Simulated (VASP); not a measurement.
# CdS (F-43m) in VASP: further runs

Runs on CdS. Level: PBE. Tasks: single point.

All numbers are computed with VASP 6.6.1; they aren't measurements. Logs are shortened: lines on timing, memory, paths and dates and some standing lists are left out, and cuts for length are marked.

## 1. The cell of the first run

Symmetry: F-43m, No. 216, cubic system. Conventional cell: a = 5.820 Å, b = 5.820 Å, c = 5.820 Å, α = 90.00°, β = 90.00°, γ = 90.00°. Within 3.3 Å of Cd (site symmetry -43m) lie 4 S at 2.52 Å. Within 3.3 Å of S (site symmetry -43m) lie 4 Cd at 2.52 Å.

## 2. Single point, PBE

INCAR reads:

```
  PREC = Accurate
  ENCUT = 520
  EDIFF = 1E-7
  ISMEAR = -1
  SIGMA = 0.03
  LREAL = F
  LASPH = T
  NELM = 100
  ALGO = Normal
  ISIF = 2
  LWAVE = F
  LCHARG = F
  GGA = PE
  NBANDS = 16
```

KPOINTS reads:

```
regular mesh
0
Gamma
  9 9 9
```

POSCAR reads:

```
CdS
1.0
    0.0000000000      2.9100000000      2.9100000000
    2.9100000000      0.0000000000      2.9100000000
    2.9100000000      2.9100000000      0.0000000000
Cd S
1 1
Direct
    0.0000000000      0.0000000000      0.0000000000
    0.7500000000      0.7500000000      0.7500000000
```

Potentials or basis: VASP PAW PBE potentials, release 64 (Cd, S).

Launch:

```sh
cat potpaw_PBE.64/Cd/POTCAR potpaw_PBE.64/S/POTCAR > POTCAR
mpirun -np 1 vasp_std > vasp.out
```

OUTCAR:

```text
PREC = Accurate
   ENCUT = 520
   EDIFF = 1E-7
   ISMEAR = -1
   LREAL = F
   LASPH = T
   NELM = 100
   ISIF = 2
   GGA = PE

 ion  position               nearest neighbor table
   1  0.000  0.000  0.000-   2 2.52   2 2.52   2 2.52   2 2.52
   2  0.750  0.750  0.750-   1 2.52   1 2.52   1 2.52   1 2.52

  LATTYP: Found a face centered cubic cell.
 ALAT       =     5.8200000000

  Lattice vectors:

 A1 = (   0.0000000000,   2.9100000000,   2.9100000000)
 A2 = (   2.9100000000,   0.0000000000,   2.9100000000)
 A3 = (   2.9100000000,   2.9100000000,   0.0000000000)

Analysis of symmetry for initial positions (statically):
=====================================================================
 Subroutine PRICEL returns:
 Original cell was already a primitive cell.

 Routine SETGRP: Setting up the symmetry group for a
 face centered cubic supercell.

 Subroutine GETGRP returns: Found 24 space group operations
 (whereof 24 operations were pure point group operations)
 out of a pool of 48 trial point group operations.

The static configuration has the point symmetry T_d .

Analysis of symmetry for dynamics (positions and initial velocities):
=====================================================================
 Subroutine PRICEL returns:
 Original cell was already a primitive cell.

 Routine SETGRP: Setting up the symmetry group for a
 face centered cubic supercell.

 Subroutine GETGRP returns: Found 24 space group operations
 (whereof 24 operations were pure point group operations)
 out of a pool of 48 trial point group operations.

The dynamic configuration has the point symmetry T_d .

 Subroutine INISYM returns: Found 24 space group operations
 (whereof 24 operations are pure point group operations),
 and found     1 'primitive' translations

----------------------------------------------------------------------------------------

                                     Primitive cell

  volume of cell :      49.2843

  direct lattice vectors                    reciprocal lattice vectors
     0.000000000  2.910000000  2.910000000    -0.171821306  0.171821306  0.171821306
     2.910000000  0.000000000  2.910000000     0.171821306 -0.171821306  0.171821306
     2.910000000  2.910000000  0.000000000     0.171821306  0.171821306 -0.171821306

  length of vectors
     4.115361467  4.115361467  4.115361467     0.297603232  0.297603232  0.297603232

  position of ions in fractional coordinates (direct lattice)
     0.000000000  0.000000000  0.000000000
     0.750000000  0.750000000  0.750000000

  ion indices of the primitive-cell ions
   primitive index   ion index
                 1           1
                 2           2

----------------------------------------------------------------------------------------

 KPOINTS: regular mesh

Automatic generation of k-mesh.
 Grid dimensions read from file:
 generate k-points for:    9    9    9

 Generating k-lattice:

  Cartesian coordinates                     Fractional coordinates (reciprocal lattice)
    -0.019091256  0.019091256  0.019091256     0.111111111  0.000000000  0.000000000
     0.019091256 -0.019091256  0.019091256     0.000000000  0.111111111  0.000000000
     0.019091256  0.019091256 -0.019091256     0.000000000  0.000000000  0.111111111

  Length of vectors
     0.033067026  0.033067026  0.033067026

  Shift w.r.t. Gamma in fractional coordinates (k-lattice)
     0.000000000  0.000000000  0.000000000

 Subroutine IBZKPT returns following result:
 ===========================================

 Found     35 irreducible k-points:

 Following reciprocal coordinates:
            Coordinates               Weight
  0.000000  0.000000  0.000000      1.000000
  0.111111  0.000000  0.000000      8.000000
  0.222222  0.000000  0.000000      8.000000
  0.333333  0.000000  0.000000      8.000000
  0.444444  0.000000  0.000000      8.000000
  0.111111  0.111111  0.000000      6.000000
[... 16 lines left out ...]
 -0.333333  0.333333  0.000000     12.000000
  0.444444  0.444444  0.000000      6.000000
 [... further k-points ...]
   k-points           NKPTS =     35   k-points in BZ     NKDIM =     35   number of bands    NBANDS=     16
   number of dos      NEDOS =    301   number of ions     NIONS =      2
   total plane-waves  NPLWV =  32768
   dimension x,y,z NGX =    32 NGY =   32 NGZ =   32
   dimension x,y,z NGXF=    64 NGYF=   64 NGZF=   64
   ions per type =               1   1
   NGX,Y,Z   is equivalent  to a cutoff of  12.93, 12.93, 12.93 a.u.
   NGXF,Y,Z  is equivalent  to a cutoff of  25.85, 25.85, 25.85 a.u.
 SYSTEM =  unknown system
   PREC   = accura    normal or accurate (medium, high low for compatibility)
   ISTART =      0    job   : 0-new  1-cont  2-samecut
   ICHARG =      2    charge: 1-file 2-atom 10-const
   ISPIN  =      1    spin polarized calculation?
   LNONCOLLINEAR =      F non collinear calculations
   LSORBIT =      F    spin-orbit coupling
   LASPH  =      T    aspherical Exc in radial PAW
   ENCUT  =  520.0 eV  38.22 Ry    6.18 a.u.   7.65  7.65  7.65*2*pi/ulx,y,z
   NELM   =    100;   NELMIN=  2; NELMDL= -5     # of ELM steps
   EDIFF  = 0.1E-06   stopping-criterion for ELM
   LREAL  =      F    real-space projection
   EDIFFG = 0.1E-05   stopping-criterion for IOM
   NSW    =      0    number of steps for IOM
   IBRION =     -1    ionic relax: 0-MD 1-quasi-New 2-CG
   NFREE  =      0    steps in history (QN), initial steepest desc. (CG)
   ISIF   =      2    stress and relaxation
   ISYM   =      2    0-nonsym 1-usesym 2-fastsym
   POTIM  = 0.5000    time-step for ionic-motion
   TEBEG  =    0.0;   TEEND  =   0.0 temperature during run
   PSTRESS=    0.0 pullay stress
   NELECT =      18.0000    total number of electrons
   NUPDOWN=      -1.0000    fix difference up-down
   EMIN   =  10.00;   EMAX   =-10.00  energy-range for DOS
   EFERMI =   0.00;   METHOD = LEGACY
   ISMEAR =    -1;   SIGMA  =   0.03  broadening in eV -4-tet -1-fermi 0-gaus
   EFERMI_NEDOS =   21; number of points for ismear=-14 and -15
   IALGO  =     38    algorithm
   IMIX   =      4    mixing-type and parameters
     AMIX     =   0.40;   BMIX     =  1.00
     AMIX_MAG =   1.60;   BMIX_MAG =  1.00
  volume/ion in A,a.u.               =      24.64       166.29
  Fermi-wavevector in a.u.,A,eV,Ry     =   1.170207  2.211371 18.631605  1.369384
  Thomas-Fermi vector in A             =   2.306669
   LORBIT       =      0    0 simple, 1 ext, 2 COOP (PROOUT), +10 PAW based schemes
   GGA     = PE    functional components
   LHFCALC =     F    Hartree Fock is set to
   AEXX    =    0.0000 exact exchange contribution
   IVDW    =     0    specifies the selected vdW correction
   LEPSILON=     F    determine dielectric tensor
   LRPA    =     F    only Hartree local field effects (RPA)
 non-spin polarized calculation
  energy-cutoff  :      520.00
  volume of cell :       49.28
 maximum number of plane-waves:      1363
   NGX = 15   NGY = 15   NGZ = 15

 number of electron      18.0000003 magnetization

 Free energy of the ion-electron system (eV)
  ---------------------------------------------------
  ext. energy  EPLUGINS =         0.00000000
  ---------------------------------------------------
  free energy    TOTEN  =        -6.11431363 eV

  energy without entropy =       -6.11431363  energy(sigma->0) =       -6.11431363

 E-fermi :   2.0003     XC(G=0):  -9.1812

 val. band max:        1.3718942649   @ k =   0.0000   0.0000   0.0000
 cond. band min:       2.5364344262   @ k =   0.0000   0.0000   0.0000
 fundamental gap:      1.1645401614
 Fermi energy:         2.0002546238

 k-point     1 :       0.0000    0.0000    0.0000
  band No.  band energies     occupation
      1     -11.0394      2.00000
      2      -6.3807      2.00000
      3      -6.3807      2.00000
      4      -6.3807      2.00000
      5      -5.8915      2.00000
      6      -5.8915      2.00000
[... 8 lines left out ...]
     15      12.8627      0.00000
     16      12.8627      0.00000

 k-point     2 :       0.1111    0.0000    0.0000
  band No.  band energies     occupation
      1     -10.9891      2.00000
      2      -6.3623      2.00000
      3      -6.3623      2.00000
      4      -6.3386      2.00000
      5      -5.8925      2.00000
      6      -5.8925      2.00000
[... 8 lines left out ...]
     15      12.3412      0.00000
     16      13.3928      0.00000

 k-point     3 :       0.2222    0.0000    0.0000
  band No.  band energies     occupation
      1     -10.8610      2.00000
      2      -6.3195      2.00000
      3      -6.3195      2.00000
      4      -6.1905      2.00000
      5      -5.8897      2.00000
      6      -5.8897      2.00000
[... 8 lines left out ...]
     15      11.9852      0.00000
     16      12.8847      0.00000

 k-point     4 :       0.3333    0.0000    0.0000
  band No.  band energies     occupation
      1     -10.7151      2.00000
      2      -6.2797      2.00000
      3      -6.2797      2.00000
      4      -5.9045      2.00000
      5      -5.8745      2.00000
      6      -5.8745      2.00000
[... 8 lines left out ...]
     15      12.4969      0.00000
     16      12.4969      0.00000
[... 324 lines left out ...]
 k-point    22 :      -0.4444    0.3333    0.0000
  band No.  band energies     occupation
      1     -10.4951      2.00000
      2      -6.1783      2.00000
      3      -6.0839      2.00000
      4      -5.9989      2.00000
      5      -5.8363      2.00000
      6      -5.3563      2.00000
[... 8 lines left out ...]
     15      13.7761      0.00000
     16      15.2427      0.00000

 k-point    23 :      -0.3333    0.3333    0.0000
  band No.  band energies     occupation
      1     -10.5091      2.00000
      2      -6.1970      2.00000
      3      -6.1221      2.00000
      4      -5.9434      2.00000
      5      -5.8686      2.00000
      6      -5.3284      2.00000
[... 8 lines left out ...]
     15      12.7668      0.00000
     16      16.0952      0.00000

 k-point    24 :       0.4444    0.4444    0.0000
  band No.  band energies     occupation
      1     -10.4908      2.00000
      2      -6.1619      2.00000
      3      -6.0376      2.00000
      4      -6.0376      2.00000
      5      -5.8051      2.00000
      6      -5.4977      2.00000
[... 8 lines left out ...]
     15      13.7035      0.00000
     16      15.2619      0.00000

 [... further k-points ...]

------------------------ aborting loop because EDIFF is reached ----------------------------------------

  FORCE on cell =-STRESS in cart. coord.  units (eV):
  Direction    XX          YY          ZZ          XY          YZ          ZX
  --------------------------------------------------------------------------------------
  -------------------------------------------------------------------------------------
  Total        1.1285789      1.1285789      1.1285789      0.0000000      0.0000000     -0.0000000
  in kB       36.6888032     36.6888032     36.6888032      0.0000000      0.0000000     -0.0000000
  external PRESSURE =      36.6888032 kB  Pullay stress =       0.0000000 kB

 VOLUME and BASIS-vectors are now :
 -----------------------------------------------------------------------------
  energy-cutoff  :      520.00
  volume of cell :       49.28
      direct lattice vectors                 reciprocal lattice vectors
     0.000000000  2.910000000  2.910000000    -0.171821306  0.171821306  0.171821306
     2.910000000  0.000000000  2.910000000     0.171821306 -0.171821306  0.171821306
     2.910000000  2.910000000  0.000000000     0.171821306  0.171821306 -0.171821306

 POSITION                                       TOTAL-FORCE (eV/Angst)
 -----------------------------------------------------------------------------------
      0.00000      0.00000      0.00000         0.000000      0.000000      0.000000
      4.36500      4.36500      4.36500        -0.000000     -0.000000     -0.000000
 -----------------------------------------------------------------------------------
    total drift:                                0.000000      0.000000      0.000000

  FREE ENERGIE OF THE ION-ELECTRON SYSTEM (eV)
  ---------------------------------------------------
  free  energy   TOTEN  =        -6.1143136292 eV

  energy  without entropy=       -6.1143136292  energy(sigma->0) =       -6.11431363
```

Run time: 14 s. Hardware: 1 thread of AMD EPYC 9R45 (Zen 5), shared host; peak memory 0.16 GiB.

Results:

```yaml
Free_energy: -6.1143 eV
Pressure: 3.7 GPa
Band_gap_on_the_k_mesh: 1.16 eV, direct
```

Expect the measured gap to be larger: semilocal functionals such as PBE lack the derivative discontinuity.

## 3. Single point, PBE, non-collinear spin, zero start, spin-orbit coupling

INCAR reads:

```
SYSTEM = CdS
PREC = Accurate ; ENCUT = 520
EDIFF = 1E-7 ; ISMEAR = -1
SIGMA = 0.03 ; LREAL = .FALSE.
LASPH = .TRUE. ; NELM = 150
ALGO = Normal ; ISIF = 2
LWAVE = .FALSE. ; LCHARG = .FALSE.
MAGMOM = 0 0 0 0 0 0 ; LORBIT = 11
LSORBIT = .TRUE. ; GGA_COMPAT = .FALSE.
LORBMOM = .TRUE. ; GGA = PE
NBANDS = 30
```

KPOINTS reads:

```
Automatic mesh
0
G
  9 9 9
  0 0 0
```

POSCAR is that of step 2.

Potentials or basis: VASP PAW PBE potentials, release 64 (Cd, S).

Launch:

```sh
cat potpaw_PBE.64/Cd/POTCAR potpaw_PBE.64/S/POTCAR > POTCAR
mpirun -np 1 vasp_ncl > vasp.out
```

OUTCAR:

```text
SYSTEM = CdS
   PREC = Accurate
   ENCUT = 520
   EDIFF = 1E-7
   ISMEAR = -1
   LREAL = .FALSE.
   LASPH = .TRUE.
   NELM = 150
   ISIF = 2
   LORBIT = 11
   LSORBIT = .TRUE.
   GGA = PE

 ion  position               nearest neighbor table
   1  0.000  0.000  0.000-   2 2.52   2 2.52   2 2.52   2 2.52
   2  0.750  0.750  0.750-   1 2.52   1 2.52   1 2.52   1 2.52

  LATTYP: Found a face centered cubic cell.
 ALAT       =     5.8200000000

  Lattice vectors:

 A1 = (   0.0000000000,   2.9100000000,   2.9100000000)
 A2 = (   2.9100000000,   0.0000000000,   2.9100000000)
 A3 = (   2.9100000000,   2.9100000000,   0.0000000000)

[... 1082 lines left out ...]
     0.0000000     0.0000000     0.0000000     0.0000000     0.0000000
 l=   3
     0.0000000     0.0000000     0.0000000     0.0000000     0.0000000     0.0000000     0.0000000
     0.0000000     0.0000000     0.0000000     0.0000000     0.0000000     0.0000000     0.0000000
     0.0000000     0.0000000     0.0000000     0.0000000     0.0000000     0.0000000     0.0000000
     0.0000000     0.0000000     0.0000000     0.0000000     0.0000000     0.0000000     0.0000000
     0.0000000     0.0000000     0.0000000     0.0000000     0.0000000     0.0000000     0.0000000
     0.0000000     0.0000000     0.0000000     0.0000000     0.0000000     0.0000000     0.0000000
     0.0000000     0.0000000     0.0000000     0.0000000     0.0000000     0.0000000     0.0000000

 total charge

# of ion       s       p       d       tot
------------------------------------------
    1        0.428   0.332   9.565  10.325
    2        1.323   2.407   0.000   3.729
--------------------------------------------------
tot          1.751   2.739   9.565  14.054

 magnetization (x)

# of ion       s       p       d       tot
------------------------------------------
    1       -0.000   0.000  -0.000  -0.000
    2        0.000   0.000   0.000   0.000
--------------------------------------------------
tot         -0.000   0.000  -0.000   0.000

 magnetization (y)

# of ion       s       p       d       tot
------------------------------------------
    1        0.000   0.000   0.000   0.000
    2        0.000   0.000   0.000   0.000
--------------------------------------------------
tot          0.000   0.000   0.000   0.000

 magnetization (z)

# of ion       s       p       d       tot
------------------------------------------
    1        0.000   0.000  -0.000  -0.000
    2        0.000  -0.000   0.000  -0.000
--------------------------------------------------
tot          0.000  -0.000  -0.000  -0.000
```

OSZICAR:

```text
N       E                     dE             d eps       ncg     rms          rms(c)
DAV:   1     0.127132883352E+03    0.12713E+03   -0.87598E+03  3316   0.111E+03
DAV:   2     0.245792887141E+00   -0.12689E+03   -0.12072E+03  3676   0.290E+02
DAV:   3    -0.662120345018E+01   -0.68670E+01   -0.68188E+01  3948   0.690E+01
DAV:   4    -0.668537535559E+01   -0.64172E-01   -0.64145E-01  3736   0.648E+00
DAV:   5    -0.668631910572E+01   -0.94375E-03   -0.94372E-03  3998   0.769E-01    0.838E+00
DAV:   6    -0.615747496436E+01    0.52884E+00   -0.73037E-01  4424   0.125E+01    0.658E+00
DAV:   7    -0.614427171643E+01    0.13203E-01   -0.29022E-01  3768   0.384E+00    0.327E+00
DAV:   8    -0.614447731358E+01   -0.20560E-03   -0.29060E-02  3658   0.227E+00    0.451E-01
DAV:   9    -0.614359502163E+01    0.88229E-03   -0.36395E-03  3726   0.103E+00    0.244E-01
DAV:  10    -0.614375901017E+01   -0.16399E-03   -0.60133E-04  3756   0.184E-01    0.693E-02
DAV:  11    -0.614386709547E+01   -0.10809E-03   -0.25960E-04  3882   0.214E-01    0.516E-02
DAV:  12    -0.614387142488E+01   -0.43294E-05   -0.81721E-05  3570   0.103E-01    0.127E-02
DAV:  13    -0.614387185867E+01   -0.43378E-06   -0.63184E-06  3770   0.185E-02    0.733E-03
DAV:  14    -0.614387247061E+01   -0.61194E-06   -0.10266E-06  3692   0.689E-03    0.768E-03
DAV:  15    -0.614387240889E+01    0.61718E-07   -0.25689E-07  3590   0.722E-03
   1 F= -.61438724E+01 E0= -.61438724E+01  d E =-.268980E-10  mag=    -0.0000    -0.0000     0.0000
```

stdout:

```text
POSCAR found type information on POSCAR CdS
 POSCAR found :  2 types and       2 ions
 scaLAPACK will be used
 LDA part: xc-table for (Slater+PW92), standard interpolation
 POSCAR, INCAR and KPOINTS ok, starting setup
 FFT: planning ... GRIDC
 FFT: planning ... GRID_SOFT
 FFT: planning ... GRID
 WAVECAR not read
 entering main loop
```

Run time: 84 s. Hardware: 1 thread of AMD EPYC 9R45 (Zen 5), shared host; peak memory 0.34 GiB.

What came out:

```yaml
Free_energy: -6.1439 eV
Pressure: 3.6 GPa
Net_moment: 0.00 μB per cell
Valence_electrons_inside_the_program's_atomic_spheres: Cd 10.32; S 3.73
```

Moments on the atoms (μB; x, y, z):
```
Cd  0.00 0.00 0.00
S   0.00 0.00 0.00
```
